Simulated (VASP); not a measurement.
Here is a VASP 6.6.1 calculation.

The input INCAR:

```
SYSTEM = Ni
PREC     = Accurate       ! precision mode
ENCUT    = 520            ! plane-wave cutoff, eV
EDIFF    = 1E-6           ! SCF threshold, eV
ISMEAR   = -1             ! smearing method
SIGMA    = 0.1            ! smearing width, eV
LREAL    = .False.        ! projectors in reciprocal space
LASPH    = .True.         ! aspherical terms in the spheres
NELM     = 150            ! most SCF steps
ALGO     = Normal         ! electronic algorithm
ISIF     = 2              ! what is computed and relaxed
LWAVE    = .False.        ! write WAVECAR
LCHARG   = .False.        ! write CHGCAR
ISPIN    = 2              ! spin polarisation
MAGMOM   = 1.21           ! initial moments
LORBIT   = 11             ! projections on sites
NUPDOWN  = 1.21           ! fixed moment
LMAXMIX  = 4              ! l up to which the mixer works
GGA      = PE             ! functional
NBANDS   = 15             ! bands
```

Contents of KPOINTS:

```
regular mesh
0
Gamma
  12 12 12
  0 0 0
```

File POSCAR:

```
Ni
1.0
    0.0000000000      1.7668500000      1.7668500000
    1.7668500000      0.0000000000      1.7668500000
    1.7668500000      1.7668500000      0.0000000000
Ni
1
Direct
    0.0000000000      0.0000000000      0.0000000000
```

Potentials or basis: VASP PAW PBE potentials, release 64 (Ni).

The run is started by

```console
$ cat potpaw_PBE.64/Ni/POTCAR > POTCAR
$ mpirun -np 1 vasp_std > vasp.out
```

(1) What does it give for the pressure?

## Answers

(1) 3.9 GPa.

Caveat: the total moment is fixed, so each spin has its own Fermi level.
